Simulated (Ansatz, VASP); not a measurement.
TaSeF in VASP and in Ansatz

```xyz
3
Lattice="3.6698 0.0000 0.0000 0.0000 3.6698 0.0000 0.0000 0.0000 4.1453" Properties=species:S:1:pos:R:3 pbc="T T T"
Ta    0.0000    0.0000    2.0727
Se    1.8349    1.8349    2.0727
F     0.0000    0.0000    0.0000
```

Alike in both runs: task band structure; functional PBE; k mesh 5 × 5 × 5; occupations fermi-dirac, width 0.05 eV; spin-orbit coupling, no magnetisation.

|  | VASP | Ansatz |
| --- | --- | --- |
| version | VASP 6.6.1 | Ansatz 0.2.0 |
| potentials or method | VASP PAW PBE potentials, release 64 (Ta_pv, Se, F) | Ansatz PAW |
| plane-wave cutoff (eV) | 520 | 420 |
| valence electrons in the cell | 24 | 36 |

VASP gave:

```
pressure (GPa)                                                : 0.7
traceless stress, the component that is largest in VASP (GPa) : 0.71
```

**Question.** Which values does Ansatz return?

**Answer.** Pressure (GPa): 0.2; traceless stress, the component that is largest in VASP (GPa): 0.60.

VASP's potentials hold 24 valence electrons a cell and Ansatz's 36, so a difference there can come from the potentials and not from the codes.
